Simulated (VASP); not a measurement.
# Ga (P6_3/mmc) in VASP: a series of runs

Runs on Ga. Level: revPBE. Tasks: single point.

All numbers are computed with VASP 6.6.1; they aren't measurements. Logs are shortened: lines on timing, memory, paths and dates and some standing lists are left out, and cuts for length are marked.

**1. The cell of the first run**

It takes space group P6_3/mmc (No. 194, hexagonal). The conventional cell has a = 3.062 Å, b = 3.062 Å, c = 4.832 Å, α = 90.00°, β = 90.00°, γ = 120.00°. Ga (site symmetry -6m2) has 12 Ga at 2.99 to 3.06 Å within 3.9 Å.

**2. Single point, revPBE**

The input, INCAR:

```
SYSTEM = Ga
PREC = Accurate ; ENCUT = 520
EDIFF = 1E-6 ; ISMEAR = -1
SIGMA = 0.1 ; LREAL = .False.
LASPH = .True. ; NELM = 80
ALGO = Normal ; ISIF = 2
LWAVE = .False. ; LCHARG = .False.
GGA = RE ; NBANDS = 20
```

The input, KPOINTS:

```
Automatic mesh
0
Gamma
  12 12 7
  0 0 0
```

The input, POSCAR:

```
Ga
1.0
    3.0620062595      0.0000000000      0.0000000000
   -1.5310031298      2.6517752072      0.0000000000
    0.0000000000      0.0000000000      4.8319338860
Ga
2
Direct
    0.3333333333      0.6666666667      0.2500000000
    0.6666666667      0.3333333333      0.7500000000
```

Potentials or basis: VASP PAW PBE potentials, release 64 (Ga_d).

Launch:

```sh
> cat potpaw_PBE.64/Ga_d/POTCAR > POTCAR
> mpirun -np 1 vasp_std > vasp.out
```

OUTCAR:

```text
SYSTEM = Ga
   PREC = Accurate
   ENCUT = 520
   EDIFF = 1E-6
   ISMEAR = -1
   LREAL = .False.
   LASPH = .True.
   NELM = 80
   ISIF = 2
   GGA = RE

 ion  position               nearest neighbor table
   1  0.333  0.667  0.250-
   2  0.667  0.333  0.750-

  LATTYP: Found a hexagonal cell.
 ALAT       =     3.0620062595
 C/A-ratio  =     1.5780287421

  Lattice vectors:

 A1 = (   3.0620062595,   0.0000000000,   0.0000000000)
 A2 = (  -1.5310031298,   2.6517752072,   0.0000000000)
 A3 = (   0.0000000000,   0.0000000000,   4.8319338860)

Analysis of symmetry for initial positions (statically):
=====================================================================
 Subroutine PRICEL returns:
 Original cell was already a primitive cell.

 Routine SETGRP: Setting up the symmetry group for a
 hexagonal supercell.

 Subroutine GETGRP returns: Found 24 space group operations
 (whereof 12 operations were pure point group operations)
 out of a pool of 24 trial point group operations.

The static configuration has the point symmetry D_3d.
 The point group associated with its full space group is D_6h.

Analysis of symmetry for dynamics (positions and initial velocities):
=====================================================================
 Subroutine PRICEL returns:
 Original cell was already a primitive cell.

 Routine SETGRP: Setting up the symmetry group for a
 hexagonal supercell.

 Subroutine GETGRP returns: Found 24 space group operations
 (whereof 12 operations were pure point group operations)
 out of a pool of 24 trial point group operations.

The dynamic configuration has the point symmetry D_3d.
 The point group associated with its full space group is D_6h.

 Subroutine INISYM returns: Found 24 space group operations
 (whereof 12 operations are pure point group operations),
 and found     1 'primitive' translations

----------------------------------------------------------------------------------------

                                     Primitive cell

  volume of cell :      39.2341

  direct lattice vectors                    reciprocal lattice vectors
     3.062006259  0.000000000  0.000000000     0.326583264  0.188552936  0.000000000
    -1.531003130  2.651775207  0.000000000     0.000000000  0.377105871  0.000000000
     0.000000000  0.000000000  4.831933886     0.000000000  0.000000000  0.206956474

  length of vectors
     3.062006259  3.062006259  4.831933886     0.377105871  0.377105871  0.206956474

  position of ions in fractional coordinates (direct lattice)
     0.333333333  0.666666667  0.250000000
     0.666666667  0.333333333  0.750000000

  ion indices of the primitive-cell ions
   primitive index   ion index
                 1           1
                 2           2

----------------------------------------------------------------------------------------

 KPOINTS: Automatic mesh

Automatic generation of k-mesh.
 Grid dimensions read from file:
 generate k-points for:   12   12    7

 Generating k-lattice:

  Cartesian coordinates                     Fractional coordinates (reciprocal lattice)
     0.027215272  0.015712745  0.000000000     0.083333333  0.000000000  0.000000000
     0.000000000  0.031425489  0.000000000     0.000000000  0.083333333  0.000000000
     0.000000000  0.000000000  0.029565211     0.000000000  0.000000000  0.142857143

  Length of vectors
     0.031425489  0.031425489  0.029565211

  Shift w.r.t. Gamma in fractional coordinates (k-lattice)
     0.000000000  0.000000000  0.000000000

 Subroutine IBZKPT returns following result:
 ===========================================

 Found     76 irreducible k-points:

 Following reciprocal coordinates:
            Coordinates               Weight
  0.000000  0.000000  0.000000      1.000000
  0.083333  0.000000  0.000000      6.000000
  0.166667  0.000000  0.000000      6.000000
  0.250000  0.000000  0.000000      6.000000
  0.333333 -0.000000  0.000000      6.000000
  0.416667 -0.000000  0.000000      6.000000
[... 16 lines left out ...]
  0.250000  0.000000  0.142857     12.000000
  0.333333 -0.000000  0.142857     12.000000
 [... further k-points ...]
   k-points           NKPTS =     76   k-points in BZ     NKDIM =     76   number of bands    NBANDS=     20
   number of dos      NEDOS =    301   number of ions     NIONS =      2
   total plane-waves  NPLWV =  20736
   dimension x,y,z NGX =    24 NGY =   24 NGZ =   36
   dimension x,y,z NGXF=    48 NGYF=   48 NGZF=   72
   ions per type =               2
   NGX,Y,Z   is equivalent  to a cutoff of  13.03, 13.03, 12.39 a.u.
   NGXF,Y,Z  is equivalent  to a cutoff of  26.06, 26.06, 24.77 a.u.
 SYSTEM =  Ga
   PREC   = accura    normal or accurate (medium, high low for compatibility)
   ISTART =      0    job   : 0-new  1-cont  2-samecut
   ICHARG =      2    charge: 1-file 2-atom 10-const
   ISPIN  =      1    spin polarized calculation?
   LNONCOLLINEAR =      F non collinear calculations
   LSORBIT =      F    spin-orbit coupling
   LASPH  =      T    aspherical Exc in radial PAW
   ENCUT  =  520.0 eV  38.22 Ry    6.18 a.u.   5.69  5.69  8.98*2*pi/ulx,y,z
   NELM   =     80;   NELMIN=  2; NELMDL= -5     # of ELM steps
   EDIFF  = 0.1E-05   stopping-criterion for ELM
   LREAL  =      F    real-space projection
   EDIFFG = 0.1E-04   stopping-criterion for IOM
   NSW    =      0    number of steps for IOM
   IBRION =     -1    ionic relax: 0-MD 1-quasi-New 2-CG
   NFREE  =      0    steps in history (QN), initial steepest desc. (CG)
   ISIF   =      2    stress and relaxation
   ISYM   =      2    0-nonsym 1-usesym 2-fastsym
   POTIM  = 0.5000    time-step for ionic-motion
   TEBEG  =    0.0;   TEEND  =   0.0 temperature during run
   PSTRESS=    0.0 pullay stress
   NELECT =      26.0000    total number of electrons
   NUPDOWN=      -1.0000    fix difference up-down
   EMIN   =  10.00;   EMAX   =-10.00  energy-range for DOS
   EFERMI =   0.00;   METHOD = LEGACY
   ISMEAR =    -1;   SIGMA  =   0.10  broadening in eV -4-tet -1-fermi 0-gaus
   EFERMI_NEDOS =   21; number of points for ismear=-14 and -15
   IALGO  =     38    algorithm
   IMIX   =      4    mixing-type and parameters
     AMIX     =   0.40;   BMIX     =  1.00
     AMIX_MAG =   1.60;   BMIX_MAG =  1.00
  volume/ion in A,a.u.               =      19.62       132.38
  Fermi-wavevector in a.u.,A,eV,Ry     =   1.427287  2.697182 27.717090  2.037149
  Thomas-Fermi vector in A             =   2.547473
   LORBIT       =      0    0 simple, 1 ext, 2 COOP (PROOUT), +10 PAW based schemes
   GGA     = RE    functional components
   LHFCALC =     F    Hartree Fock is set to
   AEXX    =    0.0000 exact exchange contribution
   IVDW    =     0    specifies the selected vdW correction
   LEPSILON=     F    determine dielectric tensor
   LRPA    =     F    only Hartree local field effects (RPA)
 non-spin polarized calculation
  energy-cutoff  :      520.00
  volume of cell :       39.23
 maximum number of plane-waves:      1085
 NGX is ok and might be reduce to    24
   NGX = 11   NGY = 11   NGZ = 17

 number of electron      26.0000006 magnetization

 Free energy of the ion-electron system (eV)
  ---------------------------------------------------
  ext. energy  EPLUGINS =         0.00000000
  ---------------------------------------------------
  free energy    TOTEN  =        -5.19650636 eV

  energy without entropy =       -5.17240859  energy(sigma->0) =       -5.18445748

 E-fermi :   5.3093     XC(G=0): -10.7284

 val. band max:        5.2932736084   @ k =   0.5000   0.0000   0.1429
 cond. band min:       5.3750707971   @ k =   0.2500   0.2500   0.2857
 fundamental gap:      0.0817971887
 Fermi energy:         5.3093077253

 k-point     1 :       0.0000    0.0000    0.0000
  band No.  band energies     occupation
      1      -9.6519      2.00000
      2      -9.5739      2.00000
      3      -9.5739      2.00000
      4      -9.5723      2.00000
      5      -9.5519      2.00000
      6      -9.5519      2.00000
[... 12 lines left out ...]
     19      18.2639      0.00000
     20      18.8728      0.00000

 k-point     2 :       0.0833    0.0000    0.0000
  band No.  band energies     occupation
      1      -9.6458      2.00000
      2      -9.5898      2.00000
      3      -9.5625      2.00000
      4      -9.5546      2.00000
      5      -9.5502      2.00000
      6      -9.5413      2.00000
[... 12 lines left out ...]
     19      18.4487      0.00000
     20      19.3885      0.00000

 k-point     3 :       0.1667    0.0000    0.0000
  band No.  band energies     occupation
      1      -9.6460      2.00000
      2      -9.5935      2.00000
      3      -9.5575      2.00000
      4      -9.5532      2.00000
      5      -9.5510      2.00000
      6      -9.5312      2.00000
[... 12 lines left out ...]
     19      16.7839      0.00000
     20      19.8666      0.00000

 k-point     4 :       0.2500    0.0000    0.0000
  band No.  band energies     occupation
      1      -9.6689      2.00000
      2      -9.5884      2.00000
      3      -9.5883      2.00000
      4      -9.5682      2.00000
      5      -9.5427      2.00000
      6      -9.4885      2.00000
[... 12 lines left out ...]
     19      16.1374      0.00000
     20      19.0126      0.00000

 k-point     5 :       0.3333   -0.0000    0.0000
  band No.  band energies     occupation
      1      -9.6956      2.00000
      2      -9.6234      2.00000
      3      -9.5971      2.00000
      4      -9.5843      2.00000
      5      -9.5196      2.00000
      6      -9.4827      2.00000
[... 12 lines left out ...]
     19      15.4749      0.00000
     20      18.3646      0.00000

 k-point     6 :       0.4167   -0.0000    0.0000
  band No.  band energies     occupation
      1      -9.7153      2.00000
      2      -9.6507      2.00000
      3      -9.6074      2.00000
      4      -9.5955      2.00000
      5      -9.5016      2.00000
      6      -9.4962      2.00000
[... 12 lines left out ...]
     19      15.0321      0.00000
     20      17.9525      0.00000

 k-point     7 :       0.5000    0.0000    0.0000
  band No.  band energies     occupation
      1      -9.7225      2.00000
      2      -9.6609      2.00000
      3      -9.6116      2.00000
      4      -9.5995      2.00000
      5      -9.5008      2.00000
      6      -9.4951      2.00000
[... 12 lines left out ...]
     19      14.8788      0.00000
     20      17.8119      0.00000
[... 277 lines left out ...]
 k-point    20 :       0.0000    0.0000    0.1429
  band No.  band energies     occupation
      1      -9.6464      2.00000
      2      -9.5832      2.00000
      3      -9.5832      2.00000
      4      -9.5742      2.00000
      5      -9.5569      2.00000
      6      -9.5569      2.00000
[... 12 lines left out ...]
     19      18.3490      0.00000
     20      19.1701      0.00000

 k-point    21 :       0.0833    0.0000    0.1429
  band No.  band energies     occupation
      1      -9.6411      2.00000
      2      -9.5910      2.00000
      3      -9.5744      2.00000
      4      -9.5687      2.00000
      5      -9.5565      2.00000
      6      -9.5464      2.00000
[... 12 lines left out ...]
     19      18.0997      0.00000
     20      19.4113      0.00000

 k-point    22 :       0.1667    0.0000    0.1429
  band No.  band energies     occupation
      1      -9.6433      2.00000
      2      -9.5917      2.00000
      3      -9.5727      2.00000
      4      -9.5596      2.00000
      5      -9.5556      2.00000
      6      -9.5173      2.00000
[... 12 lines left out ...]
     19      16.8102      0.00000
     20      19.4363      0.00000

 k-point    23 :       0.2500    0.0000    0.1429
  band No.  band energies     occupation
      1      -9.6656      2.00000
      2      -9.6031      2.00000
      3      -9.5844      2.00000
      4      -9.5640      2.00000
      5      -9.5403      2.00000
      6      -9.4917      2.00000
[... 12 lines left out ...]
     19      15.5560      0.00000
     20      18.2294      0.00000

 k-point    24 :       0.3333   -0.0000    0.1429
  band No.  band energies     occupation
      1      -9.6907      2.00000
      2      -9.6356      2.00000
      3      -9.5939      2.00000
      4      -9.5761      2.00000
      5      -9.5206      2.00000
      6      -9.4981      2.00000
[... 12 lines left out ...]
     19      14.8725      0.00000
     20      17.5447      0.00000

 [... further k-points ...]
[... 5 lines left out ...]
  --------------------------------------------------------------------------------------
  -------------------------------------------------------------------------------------
  Total        0.0229140      0.0229140      0.0274397     -0.0000000     -0.0000000      0.0000000
  in kB        0.9357238      0.9357238      1.1205368     -0.0000000     -0.0000000      0.0000000
  external PRESSURE =       0.9973281 kB  Pullay stress =       0.0000000 kB

 VOLUME and BASIS-vectors are now :
 -----------------------------------------------------------------------------
  energy-cutoff  :      520.00
  volume of cell :       39.23
      direct lattice vectors                 reciprocal lattice vectors
     3.062006259  0.000000000  0.000000000     0.326583264  0.188552936  0.000000000
    -1.531003130  2.651775207  0.000000000     0.000000000  0.377105871  0.000000000
     0.000000000  0.000000000  4.831933886     0.000000000  0.000000000  0.206956474

 POSITION                                       TOTAL-FORCE (eV/Angst)
 -----------------------------------------------------------------------------------
     -0.00000      1.76785      1.20798         0.000000     -0.000000      0.000000
      1.53100      0.88393      3.62395        -0.000000      0.000000      0.000000
 -----------------------------------------------------------------------------------
    total drift:                               -0.000000      0.000000      0.000000

  FREE ENERGIE OF THE ION-ELECTRON SYSTEM (eV)
  ---------------------------------------------------
  free  energy   TOTEN  =        -5.1965063604 eV

  energy  without entropy=       -5.1724085900  energy(sigma->0) =       -5.18445748
```

Wall time 29 s (1 thread of Intel Xeon Platinum 8488C (Sapphire Rapids), shared host); peak memory 0.18 GiB.

What came out:

| Item | Value |
| --- | --- |
| Free energy | -5.1965 eV |
| Pressure | 0.1 GPa |
| Band gap on the k mesh | zero (band 13 reaches 8.74 eV, above the bottom of band 14 at 2.78 eV) |

Caveat: the PAW data sets were made with another functional, which shifts forces and pressure a little.

**3. Single point, revPBE (volume scaled by 0.88)**

The input, INCAR:

```
ALGO = Normal
EDIFF = 1E-7
ENCUT = 520
GGA = RE
ISIF = 2
ISMEAR = -1
LASPH = True
LCHARG = True
LELF = True
LREAL = False
LVHAR = True
LWAVE = False
NBANDS = 20
NELM = 80
PREC = Accurate
SIGMA = 0.1
```

The input, KPOINTS:

```
k-points
0
Gamma
  13 13 8
```

The input, POSCAR:

```
Ga
1.0
    2.9342715188      0.0000000000      0.0000000000
   -1.4671357594      2.5411536769      0.0000000000
    0.0000000000      0.0000000000      4.6303647938
Ga
2
Direct
    0.3333333333      0.6666666667      0.2500000000
    0.6666666667      0.3333333333      0.7500000000
```

Potentials or basis: VASP PAW PBE potentials, release 64 (Ga_d).

Launch:

```sh
> cat potpaw_PBE.64/Ga_d/POTCAR > POTCAR
> mpirun -np 1 vasp_std > vasp.out
```

It took 44 s on 1 thread of Intel Xeon Platinum 8488C (Sapphire Rapids), shared host; peak memory 0.19 GiB.

Results (log left out):

```
Free energy            : -5.0860 eV
Pressure               : 7.8 GPa
Band gap on the k mesh : zero (band 13 reaches 11.65 eV, above the bottom of band 14 at 3.20 eV)
```

Stress tensor (GPa, compression positive):
```
7.74 0.00 0.00
0.00 7.74 0.00
0.00 0.00 7.97
```

Levels at points of the mesh, in eV from the Fermi level:
| k point | band 9 | band 10 | band 11 | band 12 | band 13 | band 14 | band 15 | band 16 | band 17 | band 18 |
| --- | --- | --- | --- | --- | --- | --- | --- | --- | --- | --- |
| (0.00, 0.00, 0.00) | -14.79 | -14.79 | -11.80 | -4.59 | -4.30 | 9.87 | 9.87 | 12.01 | 12.01 | 14.15 |
| (0.00, 0.00, 0.50) | -14.85 | -14.85 | -9.97 | -9.97 | 4.51 | 4.51 | 11.27 | 11.27 | 11.27 | 11.27 |

Caveat: the PAW data sets were made with another functional, which shifts forces and pressure a little.
